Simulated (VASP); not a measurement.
# FeAu: single point with RPBE

Crystal: FeAu.

```
CELL_PARAMETERS angstrom
1.41175 0.81507 4.46945
-1.41175 0.81507 4.46945
0.00000 -1.63015 4.46945
ATOMIC_POSITIONS crystal
Fe 0.50000 0.50000 0.50000
Au 0.00000 0.00000 0.00000
```

- Program: VASP 6.6.1
- Task: single point
- Functional: RPBE
- Potentials or basis: VASP PAW PBE potentials, release 64 (Fe_sv, Au_sv_GW)
- Cutoff: 600 eV
- k mesh: 3 × 3 × 3
- Occupations: gaussian, width 0.1 eV
- Spin: collinear spin, ferromagnetic start
- Starting moments: [3.23, 0.0] μB

* Pressure: 0.6 GPa
* Net moment: 3.16 μB per cell
* Site moments: Fe +2.99; Au +0.10 μB
* Valence electrons inside the program's atomic spheres: Fe 13.63; Au 17.19

Stress tensor (GPa, compression positive):
```
-1.17  0.00  0.00
 0.00 -1.17  0.00
 0.00  0.00  4.15
```

Levels at points of the mesh, in eV from the Fermi level:
Spin up:
```csv
k point,band 15,band 16,band 17,band 18,band 19,band 20,band 21,band 22,band 23,band 24
"(0.00, 0.00, 0.00)",-3.41,-2.45,-2.45,-1.74,-1.74,-0.62,4.17,14.96,17.02,17.78
```
Spin down:
```
           k point  band 13  band 14  band 15  band 16  band 17  band 18  band 19  band 20
(0.00, 0.00, 0.00)    -3.23    -3.23    -1.17    -0.52     0.37     0.37     1.28     1.28
```

Wall time 47 s on 1 thread of Intel(R) Xeon(R) Platinum 8375C CPU @ 2.90GHz (Ice Lake), on a shared host, peak memory 0.29 GiB.

Caveat: the k points lie up to 0.87 Å⁻¹ apart; the PAW data sets were made with another functional, which shifts forces and pressure a little; spin-orbit coupling is left out, which moves the levels of the heavy elements.
